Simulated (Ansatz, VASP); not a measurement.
NaCl in VASP and in Ansatz

```
Na Cl
1.0
     0.06713    2.81518    2.81518
     2.81518    0.06713    2.81518
     2.81518    2.81518    0.06713
Na Cl
1 1
Direct
  0.00000 0.00000 0.00000
  0.50000 0.50000 0.50000
```

Change from the starting cell: epitaxial_111 strain -1.9%.

Alike in both runs: task single point; functional PBE; k mesh 8 × 8 × 8; occupations fermi-dirac, width 0.02 eV; no spin polarisation.

```csv
,VASP,Ansatz
version,VASP 6.6.1,Ansatz 0.2.0
potentials or method,"VASP PAW PBE potentials, release 64 (Na_pv, Cl)","plane waves, PAW"
plane-wave cutoff (eV),520,420
valence electrons in the cell,14,16
```

Ansatz gave:

```
gap on the k mesh at the Fermi level (eV)                     : 5.21
pressure (GPa)                                                : 2.0
traceless stress, the component that is largest in VASP (GPa) : -0.32
```

**Question.** Which values does VASP return?

**Answer.** gap on the k mesh at the Fermi level (eV): 5.21; pressure (GPa): 1.9; traceless stress, the component that is largest in VASP (GPa): -0.32.

The functional is the same, so the differences come from potentials, cutoffs and numerics. VASP's potentials hold 14 valence electrons a cell and Ansatz's 16, so a difference there can come from the potentials and not from the codes.
